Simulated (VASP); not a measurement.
The system is C.

```xyz
2
Lattice="0.0000 2.0104 2.0104 2.0104 0.0000 2.0104 2.0104 2.0104 0.0000" Properties=species:S:1:pos:R:3 pbc="T T T"
C    -0.5026   -0.5026   -0.5026
C     0.5026    0.5026    0.5026
```

```yaml
Program: VASP 6.6.1
Task: relaxation of cell and atoms
Functional: LDA
Potentials_or_basis: VASP PAW LDA potentials, release 64 (C)
Cutoff: 600 eV
k_mesh: 14 × 14 × 14
Occupations: fermi-dirac, width 0.02 eV
Spin: no spin polarisation
```

At the start: pressure -86.4 GPa; volume 8.13 Å³/atom.

**Question.** How do energy, volume and symmetry change on relaxing?

**Answer.** Over 7 steps the energy falls by 965.3 meV/atom and the volume is 5.52 Å³/atom (-32.1 %); space group Fd-3m (No. 227, to 0.1 Å) before and after.

Step by step:
```
step  energy change (eV)  largest force (eV/Å)  pressure (GPa)  volume (Å³)
   1              0.0000                0.0000          -86.37        16.25
   2              0.0916                0.0000          270.77         7.97
   3             -1.9226                0.0000           -9.99        11.28
   4             -1.9300                0.0000           -2.75        11.10
   5             -1.9305                0.0000            1.06        11.01
   6             -1.9304                0.0000           -1.21        11.06
   7             -1.9305                0.0000            0.00        11.03
```

Final structure:
```yaml
crystal:
  lattice:
    - [0.00000, 1.76690, 1.76690]
    - [1.76690, 0.00000, 1.76690]
    - [1.76690, 1.76690, 0.00000]
  atoms:
    - { symbol: C, position: [0.87500, 0.87500, 0.87500] }
    - { symbol: C, position: [0.12500, 0.12500, 0.12500] }
```

Caveat: the volume moved by over 15 % at a fixed basis, so the end points are rough.
